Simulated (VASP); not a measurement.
# WS2: single point with r2SCAN

WS2, a slab with vacuum:

```
W S
1.0
     3.14049    0.00000    0.00000
    -1.57025    2.71974    0.00000
     0.00000    0.00000   16.72149
W S
1 2
Direct
  0.00000 0.00000 0.00000
  0.33333 0.66667 0.09200
  0.33333 0.66667 0.90800
```

```
Program             : VASP 6.6.1
Task                : single point
Functional          : r2SCAN
Potentials or basis : VASP PAW PBE potentials, release 64 (W_sv, S)
Cutoff              : 520 eV
k mesh              : 10 × 10 × 2
Occupations         : fermi-dirac, width 0.05 eV
Spin                : no spin polarisation
```

| Item | Value |
| --- | --- |
| Largest force | 0.790 eV/Å |
| Band gap on the k mesh | 2.23 eV (least direct gap 2.41 eV) |

Forces on the atoms (eV/Å):
```
W    0.000  0.000  0.000
S    0.000  0.000  0.790
S    0.000  0.000 -0.790
```

Levels at points of the mesh, in eV from the valence-band top:
```tsv
k point	band 10	band 11	band 12	band 13	band 14	band 15	band 16	band 17
(0.00, 0.00, 0.00)	-2.26	-1.81	-1.81	0.00	3.22	3.22	3.44	3.44
(0.50, 0.00, 0.00)	-3.76	-2.28	-1.40	-1.00	3.18	3.67	4.56	5.27
(0.00, 0.00, 0.50)	-2.26	-1.81	-1.81	0.00	3.22	3.22	3.44	3.44
(0.50, 0.00, 0.50)	-3.76	-2.28	-1.40	-1.00	3.18	3.67	4.56	5.27
```

It took 3.4 min on 1 thread of Intel(R) Xeon(R) 6975P-C (Granite Rapids), with other jobs on the host, peak memory 0.32 GiB.

Caveat: there is no dipole correction, which matters where the two faces differ; the PAW data sets were made with another functional, which shifts forces and pressure a little; spin-orbit coupling is left out, which moves the levels of the heavy elements.
